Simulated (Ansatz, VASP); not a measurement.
# AgCl in VASP and in Ansatz

```xyz
2
Lattice="0.0000 2.5801 2.5801 2.5801 0.0000 2.5801 2.5801 2.5801 0.0000" Properties=species:S:1:pos:R:3 pbc="T T T"
Ag    0.0000    0.0000    0.0000
Cl    2.5801    2.5801    2.5801
```

Change from the starting cell: volume scaled by 0.85, PAW files.

Alike in both runs: task single point; functional PBEsol; k mesh 15 × 15 × 15; occupations fermi-dirac, width 0.08 eV; no spin polarisation.

```csv
,VASP,Ansatz
version,VASP 6.6.1,Ansatz 0.2.0
potentials or method,"VASP PAW PBE potentials, release 64 (Ag, Cl)","PAW with Ansatz's default frozen-core files, scalar-relativistic"
plane-wave cutoff (eV),520,420
valence electrons in the cell,18,26
```

|  | VASP | Ansatz | Ansatz less VASP |
| --- | --- | --- | --- |
| pressure (GPa) | 14.0 | 14.1 | +0.10 |

VASP's potentials were made for PBE, not for PBEsol. VASP's potentials hold 18 valence electrons a cell and Ansatz's 26, so a difference there can come from the potentials and not from the codes.
